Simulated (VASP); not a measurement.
# P (P4/mmm) in VASP: single point with r2SCAN

Aim: the single point of P with r2SCAN.

Everything below comes from runs of VASP 6.6.1. Logs are shortened: lines on timing, memory, paths and dates and some standing lists are left out, and cuts for length are marked.

**1. The cell of the first run**

It takes space group P4/mmm (No. 123, tetragonal). Conventional cell: a = 4.166 Å, b = 4.166 Å, c = 4.597 Å, α = 90.00°, β = 90.00°, γ = 90.00°. P (site symmetry 4/mmm) has 6 P at 4.17 to 4.60 Å within 5.5 Å.

**2. Single point, r2SCAN (strain -0.025 along x and y, +0.050 along z)**

Input file POSCAR:

```
P
1.0
    4.1660822360      0.0000000000      0.0000000000
    0.0000000000      4.1660822360      0.0000000000
    0.0000000000      0.0000000000      4.5969000000
P
1
Direct
    0.0000000000      0.0000000000      0.0000000000
```

Input file INCAR.step1:

```
  PREC = Accurate
  ENCUT = 520
  ISMEAR = 0
  SIGMA = 0.15
  LREAL = False
  LASPH = True
  NELM = 60
  NBANDS = 8
  GGA = PE
  ALGO = Normal
  EDIFF = 1E-4
  LWAVE = True
  LCHARG = False
```

Input file INCAR.step2:

```
  PREC = Accurate
  ENCUT = 520
  EDIFF = 1E-6
  ISMEAR = 0
  SIGMA = 0.15
  LREAL = False
  LASPH = True
  NELM = 60
  ALGO = Normal
  ISIF = 2
  LWAVE = False
  LCHARG = False
  METAGGA = R2SCAN
  LMIXTAU = True
  NBANDS = 8
  ISTART = 1
```

Input file KPOINTS:

```
Automatic mesh
0
Gamma
  12 12 12
```

Potentials or basis: VASP PAW PBE potentials, release 64 (P).

On the command line:

```console
cat potpaw_PBE.64/P/POTCAR > POTCAR
cp INCAR.step1 INCAR
mpirun -np 1 vasp_std > vasp.out
cp INCAR.step2 INCAR
mpirun -np 1 vasp_std > vasp.out
```

OUTCAR:

```text
PREC = Accurate
   ENCUT = 520
   EDIFF = 1E-6
   ISMEAR = 0
   LREAL = False
   LASPH = True
   NELM = 60
   ISIF = 2
   METAGGA = R2SCAN
   ISTART = 1

 ion  position               nearest neighbor table
   1  0.000  0.000  0.000-

  LATTYP: Found a simple tetragonal cell.
 ALAT       =     4.1660822360
 C/A-ratio  =     1.1034107681

  Lattice vectors:

 A1 = (   4.1660822360,   0.0000000000,   0.0000000000)
 A2 = (   0.0000000000,   4.1660822360,   0.0000000000)
 A3 = (   0.0000000000,   0.0000000000,   4.5969000000)

Analysis of symmetry for initial positions (statically):
=====================================================================
 Subroutine PRICEL returns:
 Original cell was already a primitive cell.

 Routine SETGRP: Setting up the symmetry group for a
 simple tetragonal supercell.

 Subroutine GETGRP returns: Found 16 space group operations
 (whereof 16 operations were pure point group operations)
 out of a pool of 16 trial point group operations.

The static configuration has the point symmetry D_4h.

Analysis of symmetry for dynamics (positions and initial velocities):
=====================================================================
 Subroutine PRICEL returns:
 Original cell was already a primitive cell.

 Routine SETGRP: Setting up the symmetry group for a
 simple tetragonal supercell.

 Subroutine GETGRP returns: Found 16 space group operations
 (whereof 16 operations were pure point group operations)
 out of a pool of 16 trial point group operations.

The dynamic configuration has the point symmetry D_4h.

 Subroutine INISYM returns: Found 16 space group operations
 (whereof 16 operations are pure point group operations),
 and found     1 'primitive' translations

----------------------------------------------------------------------------------------

                                     Primitive cell

  volume of cell :      79.7849

  direct lattice vectors                    reciprocal lattice vectors
     4.166082236  0.000000000  0.000000000     0.240033668  0.000000000  0.000000000
     0.000000000  4.166082236  0.000000000     0.000000000  0.240033668  0.000000000
     0.000000000  0.000000000  4.596900000     0.000000000  0.000000000  0.217537906

  length of vectors
     4.166082236  4.166082236  4.596900000     0.240033668  0.240033668  0.217537906

  position of ions in fractional coordinates (direct lattice)
     0.000000000  0.000000000  0.000000000

  ion indices of the primitive-cell ions
   primitive index   ion index
                 1           1

----------------------------------------------------------------------------------------

 KPOINTS: Automatic mesh

Automatic generation of k-mesh.
 Grid dimensions read from file:
 generate k-points for:   12   12   12

 Generating k-lattice:

  Cartesian coordinates                     Fractional coordinates (reciprocal lattice)
     0.020002806  0.000000000  0.000000000     0.083333333  0.000000000  0.000000000
     0.000000000  0.020002806  0.000000000     0.000000000  0.083333333  0.000000000
     0.000000000  0.000000000  0.018128159     0.000000000  0.000000000  0.083333333

  Length of vectors
     0.020002806  0.020002806  0.018128159

  Shift w.r.t. Gamma in fractional coordinates (k-lattice)
     0.000000000  0.000000000  0.000000000

 Subroutine IBZKPT returns following result:
 ===========================================

 Found    196 irreducible k-points:

 Following reciprocal coordinates:
            Coordinates               Weight
  0.000000  0.000000  0.000000      1.000000
  0.083333  0.000000  0.000000      4.000000
  0.166667  0.000000  0.000000      4.000000
  0.250000  0.000000  0.000000      4.000000
  0.333333  0.000000  0.000000      4.000000
  0.416667  0.000000  0.000000      4.000000
[... 16 lines left out ...]
  0.333333  0.333333  0.000000      4.000000
  0.416667  0.333333  0.000000      8.000000
 [... further k-points ...]
   k-points           NKPTS =    196   k-points in BZ     NKDIM =    196   number of bands    NBANDS=      8
   number of dos      NEDOS =    301   number of ions     NIONS =      1
   total plane-waves  NPLWV =  36864
   dimension x,y,z NGX =    32 NGY =   32 NGZ =   36
   dimension x,y,z NGXF=    64 NGYF=   64 NGZF=   72
   ions per type =               1
   NGX,Y,Z   is equivalent  to a cutoff of  12.77, 12.77, 13.02 a.u.
   NGXF,Y,Z  is equivalent  to a cutoff of  25.54, 25.54, 26.04 a.u.
 SYSTEM =  unknown system
   PREC   = accura    normal or accurate (medium, high low for compatibility)
   ISTART =      1    job   : 0-new  1-cont  2-samecut
   ICHARG =      0    charge: 1-file 2-atom 10-const
   ISPIN  =      1    spin polarized calculation?
   LNONCOLLINEAR =      F non collinear calculations
   LSORBIT =      F    spin-orbit coupling
   LASPH  =      T    aspherical Exc in radial PAW
   ENCUT  =  520.0 eV  38.22 Ry    6.18 a.u.   7.75  7.75  8.55*2*pi/ulx,y,z
   NELM   =     60;   NELMIN=  2; NELMDL=  0     # of ELM steps
   EDIFF  = 0.1E-05   stopping-criterion for ELM
   LREAL  =      F    real-space projection
   EDIFFG = 0.1E-04   stopping-criterion for IOM
   NSW    =      0    number of steps for IOM
   IBRION =     -1    ionic relax: 0-MD 1-quasi-New 2-CG
   NFREE  =      0    steps in history (QN), initial steepest desc. (CG)
   ISIF   =      2    stress and relaxation
   ISYM   =      2    0-nonsym 1-usesym 2-fastsym
   POTIM  = 0.5000    time-step for ionic-motion
   TEBEG  =    0.0;   TEEND  =   0.0 temperature during run
   PSTRESS=    0.0 pullay stress
   NELECT =       5.0000    total number of electrons
   NUPDOWN=      -1.0000    fix difference up-down
   EMIN   =  10.00;   EMAX   =-10.00  energy-range for DOS
   EFERMI =   0.00;   METHOD = LEGACY
   ISMEAR =     0;   SIGMA  =   0.15  broadening in eV -4-tet -1-fermi 0-gaus
   EFERMI_NEDOS =   21; number of points for ismear=-14 and -15
   IALGO  =     38    algorithm
   IMIX   =      4    mixing-type and parameters
     AMIX     =   0.40;   BMIX     =  1.00
     AMIX_MAG =   1.60;   BMIX_MAG =  1.00
  volume/ion in A,a.u.               =      79.78       538.42
  Fermi-wavevector in a.u.,A,eV,Ry     =   0.650266  1.228825  5.753173  0.422846
  Thomas-Fermi vector in A             =   1.719489
   LORBIT       =      0    0 simple, 1 ext, 2 COOP (PROOUT), +10 PAW based schemes
   METAGGA = R2SCAN    functional components
   LHFCALC =     F    Hartree Fock is set to
   AEXX    =    0.0000 exact exchange contribution
   IVDW    =     0    specifies the selected vdW correction
   LEPSILON=     F    determine dielectric tensor
   LRPA    =     F    only Hartree local field effects (RPA)
 non-spin polarized calculation
 Gauss-broadening in eV      SIGMA  =   0.15
  energy-cutoff  :      520.00
  volume of cell :       79.78
 maximum number of plane-waves:      2176
 NGX is ok and might be reduce to    32
   NGX = 15   NGY = 15   NGZ = 17

 number of electron       5.0000001 magnetization

 Free energy of the ion-electron system (eV)
  ---------------------------------------------------
  ext. energy  EPLUGINS =         0.00000000
  ---------------------------------------------------
  free energy    TOTEN  =        -4.35669622 eV

  energy without entropy =       -4.31740746  energy(sigma->0) =       -4.33705184

 E-fermi :  -3.2223     XC(G=0):  -5.1923

 val. band max:       -3.2228509521   @ k =   0.4167   0.0833   0.2500
 cond. band min:      -3.2180976022   @ k =   0.3333   0.2500   0.0833
 fundamental gap:      0.0047533500
 Fermi energy:        -3.2222583961

 k-point     1 :       0.0000    0.0000    0.0000
  band No.  band energies     occupation
      1     -12.4311      2.00000
      2      -2.9716      0.01809
      3      -2.5223      0.00000
      4      -2.5223      0.00000
      5       1.8052      0.00000
      6       4.7244      0.00000
      7       5.0417      0.00000
      8       9.4717      0.00000

 k-point     2 :       0.0833    0.0000    0.0000
  band No.  band energies     occupation
      1     -12.4168      2.00000
      2      -2.9584      0.01285
      3      -2.6668      0.00000
      4      -2.5110      0.00000
      5       1.9246      0.00000
      6       4.8001      0.00000
      7       5.1605      0.00000
      8       8.7515      0.00000

 k-point     3 :       0.1667    0.0000    0.0000
  band No.  band energies     occupation
      1     -12.3771      2.00000
      2      -3.0228      0.06001
      3      -2.9219      0.00463
      4      -2.4798      0.00000
      5       2.2271      0.00000
      6       4.9663      0.00000
      7       5.4865      0.00000
      8       7.9846      0.00000

 k-point     4 :       0.2500    0.0000    0.0000
  band No.  band energies     occupation
      1     -12.3213      2.00000
      2      -3.4450      1.96423
      3      -2.8707      0.00092
      4      -2.4363      0.00000
      5       2.6298      0.00000
      6       5.1798      0.00000
      7       5.7356      0.00000
      8       7.3209      0.00000

 k-point     5 :       0.3333    0.0000    0.0000
  band No.  band energies     occupation
      1     -12.2636      2.00000
      2      -3.8178      2.00000
      3      -2.8180      0.00014
      4      -2.3916      0.00000
      5       3.0948      0.00000
      6       5.4131      0.00000
      7       5.5484      0.00000
      8       6.8111      0.00000
[... 177 lines left out ...]
 k-point    22 :       0.5000    0.2500    0.0000
  band No.  band energies     occupation
      1     -12.1014      2.00000
      2      -3.9919      2.00000
      3      -3.1545      0.52286
      4      -2.6749      0.00000
      5       3.8457      0.00000
      6       4.7220      0.00000
      7       6.7383      0.00000
      8       6.8329      0.00000

 k-point    23 :       0.3333    0.3333    0.0000
  band No.  band energies     occupation
      1     -12.1044      2.00000
      2      -3.6223      1.99984
      3      -3.5407      1.99732
      4      -2.6780      0.00000
      5       3.5854      0.00000
      6       4.8805      0.00000
      7       7.0162      0.00000
      8       7.1957      0.00000

 k-point    24 :       0.4167    0.3333    0.0000
  band No.  band energies     occupation
      1     -12.0632      2.00000
      2      -3.8207      2.00000
      3      -3.5167      1.99450
      4      -2.6421      0.00000
      5       3.4775      0.00000
      6       5.0211      0.00000
      7       7.0281      0.00000
      8       7.0497      0.00000

 [... further k-points ...]
[... 5 lines left out ...]
  --------------------------------------------------------------------------------------
  -------------------------------------------------------------------------------------
  Total       -2.2758185     -2.2758185     -1.4332689      0.0000000      0.0000000      0.0000000
  in kB      -45.7011870    -45.7011870    -28.7817710      0.0000000      0.0000000      0.0000000
  external PRESSURE =     -40.0613817 kB  Pullay stress =       0.0000000 kB

 VOLUME and BASIS-vectors are now :
 -----------------------------------------------------------------------------
  energy-cutoff  :      520.00
  volume of cell :       79.78
      direct lattice vectors                 reciprocal lattice vectors
     4.166082236  0.000000000  0.000000000     0.240033668  0.000000000  0.000000000
     0.000000000  4.166082236  0.000000000     0.000000000  0.240033668  0.000000000
     0.000000000  0.000000000  4.596900000     0.000000000  0.000000000  0.217537906

 POSITION                                       TOTAL-FORCE (eV/Angst)
 -----------------------------------------------------------------------------------
      0.00000      0.00000      0.00000         0.000000      0.000000      0.000000
 -----------------------------------------------------------------------------------
    total drift:                               -0.000000      0.000000      0.000000

  FREE ENERGIE OF THE ION-ELECTRON SYSTEM (eV)
  ---------------------------------------------------
  free  energy   TOTEN  =        -4.3566962247 eV

  energy  without entropy=       -4.3174074570  energy(sigma->0) =       -4.33705184
```

Wall time 11 min (1 thread of AMD EPYC 7R13, shared host); peak memory 0.23 GiB.

Results:

```
Free energy : -4.3567 eV
Pressure    : -4.0 GPa
```

Levels at points of the mesh, in eV from the Fermi level:
| k point | band 1 | band 2 | band 3 | band 4 | band 5 | band 6 | band 7 |
| --- | --- | --- | --- | --- | --- | --- | --- |
| (0.00, 0.00, 0.00) | -9.21 | 0.25 | 0.70 | 0.70 | 5.03 | 7.95 | 8.26 |
| (0.50, 0.00, 0.00) | -8.98 | -0.93 | 0.46 | 0.88 | 7.15 | 7.91 | 8.94 |
| (0.50, 0.50, 0.00) | -8.77 | -0.59 | -0.59 | 0.64 | 6.23 | 8.90 | 10.39 |
| (0.00, 0.00, 0.50) | -9.11 | -0.74 | 0.78 | 0.78 | 7.06 | 7.61 | 8.77 |
| (0.50, 0.00, 0.50) | -8.89 | -0.74 | -0.38 | 0.95 | 6.13 | 8.88 | 10.09 |
| (0.50, 0.50, 0.50) | -8.69 | -0.43 | -0.43 | -0.09 | 7.19 | 7.55 | 7.55 |

Caveat: the cell differs from its parent crystal (strain -0.025 along x and y, +0.050 along z); the PAW data sets were made with another functional, which shifts forces and pressure a little.
